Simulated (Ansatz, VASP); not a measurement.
# Rh in VASP and in Ansatz

INCAR

```
ALGO     = Fast           # electronic algorithm
EDIFF    = 1E-6           # SCF threshold, eV
ENCUT    = 520            # plane-wave cutoff, eV
GGA      = CA             # functional
ISIF     = 2              # what is computed and relaxed
ISMEAR   = 0              # smearing method
LASPH    = True           # aspherical terms in the spheres
LCHARG   = False          # write CHGCAR
LREAL    = False          # projectors in reciprocal space
LWAVE    = False          # write WAVECAR
NBANDS   = 38             # bands
NELM     = 80             # most SCF steps
PREC     = Accurate       # precision mode
SIGMA    = 0.15           # smearing width, eV
```

File KPOINTS:

```
k-points
0
Gamma
  18 18 6
```

POSCAR

```
Rh
1.0
    2.7058856532      0.0000000000      0.0000000000
   -1.3529428266      2.5122776702      0.0000000000
    0.0000000000      0.0000000000      7.7135244811
Rh
4
Direct
    0.0000000000      0.0000000000      0.0000000000
    0.3333333333      0.6666666667      0.2500000000
    0.0000000000      0.0000000000      0.5000000000
    0.6666666667      0.3333333333      0.7500000000
```

Input for Ansatz:

```yaml
crystal:
  lattice:
    - [2.7058856532, 0.0, 0.0]
    - [-1.3529428266, 2.5122776702, 0.0]
    - [0.0, 0.0, 7.7135244811]
  atoms:
    - { symbol: Rh, position: [0.0, 0.0, 0.0] }
    - { symbol: Rh, position: [0.3333333333, 0.6666666667, 0.25] }
    - { symbol: Rh, position: [0.0, 0.0, 0.5] }
    - { symbol: Rh, position: [0.6666666667, 0.3333333333, 0.75] }
basis:
  ecutwfc: 420
kpoints:
  mp_grid: { grid: [18, 18, 6] }
hamiltonian:
  xc: lda
  pseudopotentials: { kind: paw, azcp: { folder: soft_1 } }
scf:
  occupations: { method: gaussian, width: 0.15 }
output:
  forces: true
  stress: true
  eigenvalues: true
```

Change from the starting cell: strain +e along x and -e along y -0.0367, strain +e along z and -e/2 along x and y -0.1100.

Alike in both runs: task single point; functional LDA; k mesh 18 × 18 × 6; occupations gaussian, width 0.15 eV; no spin polarisation.

|  | VASP | Ansatz |
| --- | --- | --- |
| version | VASP 6.6.1 | Ansatz 0.2.0 |
| potentials or method | VASP PAW LDA potentials, release 64 (Rh_pv), cutoff 520 eV | scalar-relativistic, plane waves, PAW |
| valence electrons in the cell | 60 | 68 |

Ansatz gave:

| Quantity | Value |
| --- | --- |
| gap on the k mesh at the Fermi level (eV) | none |
| pressure (GPa) | 14.6 |
| traceless stress, the component that is largest in VASP (GPa) | 33.54 |
| rms of the force components (eV/Å) | 0.159 |

Question: What did VASP give for the same quantities?

Answer: gap on the k mesh at the Fermi level (eV): none; pressure (GPa): 15.6; traceless stress, the component that is largest in VASP (GPa): 33.69; rms of the force components (eV/Å): 0.162.

Ansatz warns that its potentials were made for another functional, while VASP's fit it. LDA's correlation is that of Perdew and Zunger in VASP and of Perdew and Wang (1992) in Ansatz. Atom by atom the forces differ by 0.003 eV/Å (rms over components). A gap of «none» marks a metal or a gap that the smearing closes. VASP's potentials hold 60 valence electrons a cell and Ansatz's 68, so a difference there can come from the potentials and not from the codes.
